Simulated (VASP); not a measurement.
Input of a VASP 6.6.1 run:

INCAR

```
SYSTEM = NaCl
  PREC = Accurate
  ENCUT = 520
  EDIFF = 1E-7
  ISMEAR = 0
  SIGMA = 0.05
  LREAL = .False.
  LASPH = .True.
  NELM = 60
  ALGO = Normal
  ISIF = 2
  LWAVE = .False.
  LCHARG = .False.
  GGA = PE
  NBANDS = 14
```

File KPOINTS:

```
Automatic mesh
0
Gamma
  8 8 8
  0 0 0
```

The input POSCAR:

```
NaCl
1.0
    0.0000000000      3.0582900000      3.0582900000
    3.0582900000      0.0000000000      3.0582900000
    3.0582900000      3.0582900000      0.0000000000
Na Cl
1 1
Direct
    0.0000000000      0.0000000000      0.0000000000
    0.5000000000      0.5000000000      0.5000000000
```

Potentials or basis: VASP PAW PBE potentials, release 64 (Na_pv, Cl).

The run is started by

```console
$ cat potpaw_PBE.64/Na_pv/POTCAR potpaw_PBE.64/Cl/POTCAR > POTCAR
$ mpirun -np 1 vasp_std > vasp.out
```

Problem. Estimate the pressure.

Solution. -3.1 GPa.

Problem. What does it give for the band gap on the k mesh?

Solution. 4.31 eV.

Caveat: the cell differs from its parent crystal (strain +0.080 along x and y, +0.080 along z); the cell stands under tension. A k mesh can miss the band edges.
